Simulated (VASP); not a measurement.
Here is a VASP 6.6.1 calculation.

The input INCAR:

```
SYSTEM = InAs
ALGO = Normal ; EDIFF = 1E-7
ENCUT = 520 ; GGA = PE
ISIF = 2 ; ISMEAR = 0
LASPH = .TRUE. ; LCHARG = .FALSE.
LREAL = .FALSE. ; LWAVE = .FALSE.
NBANDS = 16 ; NELM = 60
PREC = Accurate ; SIGMA = 0.15
```

KPOINTS

```
k-points
0
G
  16 16 16
  0 0 0
```

File POSCAR:

```
InAs
1.0
    0.0000000000      3.0469789630      3.1397803528
    3.0469789630      0.0000000000      3.1397803528
    3.0469789630      3.0469789630      0.0000000000
In As
1 1
Direct
    0.0000000000      0.0000000000      0.0000000000
    0.7500000000      0.7500000000      0.7500000000
```

Potentials or basis: VASP PAW PBE potentials, release 64 (In_d, As).

Launch:

```sh
$ cat potpaw_PBE.64/In_d/POTCAR potpaw_PBE.64/As/POTCAR > POTCAR
$ mpirun -np 1 vasp_std > vasp.out
```

Predict the band gap on the k mesh.

zero (filled and empty bands touch).

Estimate the pressure.

0.8 GPa.

Stress tensor (GPa, compression positive):
```
1.15 0.00 0.00
0.00 1.15 0.00
0.00 0.00 0.10
```

Caveat: the cell differs from its parent crystal (strain -0.015 along x and y, +0.015 along z); semilocal functionals underestimate gaps, so a narrow gap can read as zero; spin-orbit coupling is left out, which moves the levels of the heavy elements.
